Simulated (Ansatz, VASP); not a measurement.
**Al3Cu in VASP and in Ansatz**

File POSCAR:

```
Al3Cu
1.0
    2.7784054294      0.0000000000      0.0000000000
    0.0000000000      2.7784054294      0.0000000000
    0.0000000000      0.0000000000      7.5134034100
Al Cu
3 1
Direct
    0.0000000000      0.0000000000      0.5000000000
    0.5000000000      0.5000000000      0.2261155100
    0.5000000000      0.5000000000      0.7738844900
    0.0000000000      0.0000000000      0.0000000000
```

The input INCAR.step1:

```
  PREC = Accurate
  ENCUT = 520
  ISMEAR = 0
  SIGMA = 0.1
  LREAL = F
  LASPH = T
  NELM = 100
  NBANDS = 18
  GGA = PE
  ALGO = Normal
  EDIFF = 1E-4
  LWAVE = T
  LCHARG = F
```

INCAR.step2

```
  PREC = Accurate
  ENCUT = 520
  EDIFF = 1E-7
  ISMEAR = 0
  SIGMA = 0.1
  LREAL = F
  LASPH = T
  NELM = 100
  ALGO = Normal
  ISIF = 2
  LWAVE = F
  LCHARG = F
  METAGGA = R2SCAN
  LMIXTAU = T
  NBANDS = 18
  ISTART = 1
```

The input KPOINTS:

```
regular mesh
0
Gamma
  6 6 4
```

Input for Ansatz:

```yaml
crystal:
  lattice:
    - [2.7784054294, 0.0, 0.0]
    - [0.0, 2.7784054294, 0.0]
    - [0.0, 0.0, 7.51340341]
  atoms:
    - { symbol: Al, position: [0.0, 0.0, 0.5] }
    - { symbol: Al, position: [0.5, 0.5, 0.22611551] }
    - { symbol: Al, position: [0.5, 0.5, 0.77388449] }
    - { symbol: Cu, position: [0.0, 0.0, 0.0] }
basis:
  ecutwfc: 500
kpoints:
  mp_grid: { grid: [6, 6, 4] }
hamiltonian:
  xc: r2scan
scf:
  occupations: { method: gaussian, width: 0.1 }
output:
  forces: true
  stress: true
  eigenvalues: true
```

Alike in both runs: task single point; functional r2SCAN; k mesh 6 × 6 × 4; occupations gaussian, width 0.1 eV; no spin polarisation.

|  | VASP | Ansatz |
| --- | --- | --- |
| version | VASP 6.6.1 | Ansatz 0.2.0 |
| potentials or method | VASP PAW PBE potentials, release 64 (Al, Cu), cutoff 520 eV | scalar-relativistic, plane waves, PAW |
| valence electrons in the cell | 20 | 28 |

Ansatz gave:

* gap on the k mesh at the Fermi level (eV): none
* pressure (GPa): 0.6
* traceless stress, the component that is largest in VASP (GPa): 1.03
* rms of the force components (eV/Å): 0.052

Task: Which values does VASP return?

Result: gap on the k mesh at the Fermi level (eV): none; pressure (GPa): 0.4; traceless stress, the component that is largest in VASP (GPa): 1.06; rms of the force components (eV/Å): 0.044.

VASP's potentials were made for PBE, not for r2SCAN. Atom by atom the forces differ by 0.008 eV/Å (rms over components). A gap of «none» marks a metal or a gap that the smearing closes. VASP's potentials hold 20 valence electrons a cell and Ansatz's 28, so a difference there can come from the potentials and not from the codes.

The k mesh is coarse, so the values compare programs but aren't converged.
